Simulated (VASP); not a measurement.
Set up this calculation in VASP 6.6.1, as the native input.

```yaml
Task: single point
Functional: r2SCAN
Potentials_or_basis: VASP PAW PBE potentials, release 64 (Ti_sv, Al)
Cutoff: 520 eV
k_mesh: 7 × 7 × 7
Occupations: fermi-dirac, width 0.05 eV
Spin: no spin polarisation
Dipole_correction: no
Further_INCAR_settings: ALGO = Normal; EDIFF = 1e-06; NBANDS = 18
```

Crystal: TiAl3.

```
CELL_PARAMETERS angstrom
3.98187 0.00000 0.00000
0.00000 3.98187 0.00000
0.00000 0.00000 3.98187
ATOMIC_POSITIONS crystal
Ti 0.00000 0.00000 0.00000
Al 0.00000 0.50000 0.50000
Al 0.50000 0.00000 0.50000
Al 0.50000 0.50000 0.00000
```

One way to write it, as run:

POSCAR

```
TiAl3
1.0
    3.9818685118      0.0000000000      0.0000000000
    0.0000000000      3.9818685118      0.0000000000
    0.0000000000      0.0000000000      3.9818685118
Ti Al
1 3
Direct
    0.0000000000      0.0000000000      0.0000000000
    0.0000000000      0.5000000000      0.5000000000
    0.5000000000      0.0000000000      0.5000000000
    0.5000000000      0.5000000000      0.0000000000
```

INCAR.step1

```
SYSTEM = TiAl3
  ALGO = Normal
  EDIFF = 1E-4
  ENCUT = 520
  GGA = PE
  ISMEAR = -1
  LASPH = .TRUE.
  LCHARG = .FALSE.
  LREAL = .FALSE.
  LWAVE = .TRUE.
  NBANDS = 18
  NELM = 60
  PREC = Accurate
  SIGMA = 0.05
```

INCAR.step2

```
SYSTEM = TiAl3
  ALGO = Normal
  EDIFF = 1E-6
  ENCUT = 520
  ISIF = 2
  ISMEAR = -1
  ISTART = 1
  LASPH = .TRUE.
  LCHARG = .FALSE.
  LMIXTAU = .TRUE.
  LREAL = .FALSE.
  LWAVE = .FALSE.
  METAGGA = R2SCAN
  NBANDS = 18
  NELM = 60
  PREC = Accurate
  SIGMA = 0.05
```

KPOINTS

```
k-points
0
G
  7 7 7
  0 0 0
```

Potentials or basis: VASP PAW PBE potentials, release 64 (Ti_sv, Al).

Run with:

```console
$ cat potpaw_PBE.64/Ti_sv/POTCAR potpaw_PBE.64/Al/POTCAR > POTCAR
$ cp INCAR.step1 INCAR
$ mpirun -np 1 vasp_std > vasp.out
$ cp INCAR.step2 INCAR
$ mpirun -np 1 vasp_std > vasp.out
```

Results of the run:

```
Pressure : -2.3 GPa
```

Caveat: the PAW data sets were made with another functional, which shifts forces and pressure a little.

It took 62 s on 1 thread of Intel Xeon 6975P-C (shared host), peak memory 0.18 GiB.
